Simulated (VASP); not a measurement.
C: relaxation of the atoms with PBEsol

C:

```xyz
2
Lattice="1.2376 0.7145 3.6274 -1.2376 0.7145 3.6274 0.0000 -1.4291 3.6274" Properties=species:S:1:pos:R:3 pbc="T T T"
C     0.0000    0.0000    9.0687
C     0.0000    0.0000    1.8134
```

- Program: VASP 6.6.1
- Task: relaxation of the atoms
- Functional: PBEsol
- Potentials or basis: VASP PAW PBE potentials, release 64 (C)
- Cutoff: 520 eV
- k mesh: 10 × 10 × 10
- Occupations: gaussian, width 0.01 eV
- Spin: no spin polarisation
- Dipole correction: no
- Further INCAR settings: ALGO = Normal; EDIFF = 1e-06; IBRION = 2; EDIFFG = -0.002; NSW = 100

| Item | Value |
| --- | --- |
| Energy gained by relaxing | 0.0 meV/atom |
| Ionic steps | 3 |
| Pressure after relaxing | -4.4 GPa |

Stress tensor (GPa, compression positive):
```
-6.64  0.00  0.00
 0.00 -6.64  0.00
 0.00  0.00  0.06
```

Final structure:
```
C
1.0
     1.23760    0.71453    3.62736
    -1.23760    0.71453    3.62736
     0.00000   -1.42905    3.62736
C
2
Direct
  0.83334 0.83334 0.83334
  0.16666 0.16666 0.16666
```

Wall time 21 s on 1 thread of AMD EPYC 9R45 96-Core Processor (Zen 5) (shared host), peak memory 0.13 GiB.

Caveat: this functional lacks dispersion, which binds layers or chains, so the pressure and a relaxed spacing across them are unreliable; the PAW data sets were made with another functional, which shifts forces and pressure a little.
